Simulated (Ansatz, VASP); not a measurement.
**Two plane-wave programs on Pt**

```
Pt
1.0
     2.70829    0.00000    0.00000
    -1.35415    2.34545    0.00000
     0.00000    0.00000    9.35302
Pt
4
Direct
  0.60055 0.27791 0.37500
  0.60055 0.27791 0.87500
  0.39945 0.72209 0.12500
  0.39945 0.72209 0.62500
```

Change from the starting cell: mode 1 frozen in at -0.104 Å and mode 2 at -0.130 Å (largest displacements).

Alike in both runs: task single point; functional LDA; k mesh 18 × 18 × 6; occupations gaussian, width 0.15 eV; no spin polarisation.

```csv
,VASP,Ansatz
version,VASP 6.6.1,Ansatz 0.2.0
potentials or method,"VASP PAW LDA potentials, release 64 (Pt), cutoff 520 eV","scalar-relativistic, plane waves, PAW"
valence electrons in the cell,40,72
```

```tsv
	VASP	Ansatz	Ansatz less VASP
gap on the k mesh at the Fermi level (eV)	none	none	-
pressure (GPa)	1.8	1.0	-0.79
traceless stress, the component that is largest in VASP (GPa)	-1.68	-1.73	-0.043
rms of the force components (eV/Å)	0.168	0.169	+0.0013
```

Ansatz warns that its potentials were made for another functional, while VASP's fit it. LDA's correlation is that of Perdew and Zunger in VASP and of Perdew and Wang (1992) in Ansatz. Atom by atom the forces differ by 0.006 eV/Å (rms over components). A gap of «none» marks a metal or a gap that the smearing closes. VASP's potentials hold 40 valence electrons a cell and Ansatz's 72, so a difference there can come from the potentials and not from the codes.

Spin-orbit coupling is off throughout.
